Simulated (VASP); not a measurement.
## V: single point with PBE

Crystal: V.

```
V
1.0
     0.00000    2.65681    2.65681
     2.65681    0.00000    2.65681
     2.65681    2.65681    0.00000
V
2
Direct
  0.12500 0.12500 0.12500
  0.87500 0.87500 0.87500
```

This isn't the form of V at room conditions, which is bcc.

```json
{
 "Program": "VASP 6.6.1",
 "Task": "single point",
 "Functional": "PBE",
 "Potentials or basis": "VASP PAW PBE potentials, release 64 (V_sv)",
 "Cutoff": "520 eV",
 "k mesh": "17 × 17 × 17",
 "Occupations": "fermi-dirac, width 0.1 eV",
 "Spin": "no spin polarisation",
 "Dipole correction": "no",
 "Further INCAR settings": "ALGO = Normal; EDIFF = 1e-06; NBANDS = 20"
}
```

| Quantity | Value |
| --- | --- |
| Pressure | 0.4 GPa |
| Band gap on the k mesh | zero (bands 13 and 14 overlap by 0.89 eV) |

Levels at points of the mesh, in eV from the Fermi level:
| k point | band 9 | band 10 | band 11 | band 12 | band 13 | band 14 | band 15 | band 16 | band 17 | band 18 |
| --- | --- | --- | --- | --- | --- | --- | --- | --- | --- | --- |
| (0.00, 0.00, 0.00) | -5.25 | -1.04 | -1.04 | -0.54 | -0.54 | -0.54 | 1.50 | 1.50 | 1.50 | 3.72 |

Wall time 3.7 min on 1 thread of Intel Xeon 8259CL, with other jobs on the host, peak memory 0.23 GiB.
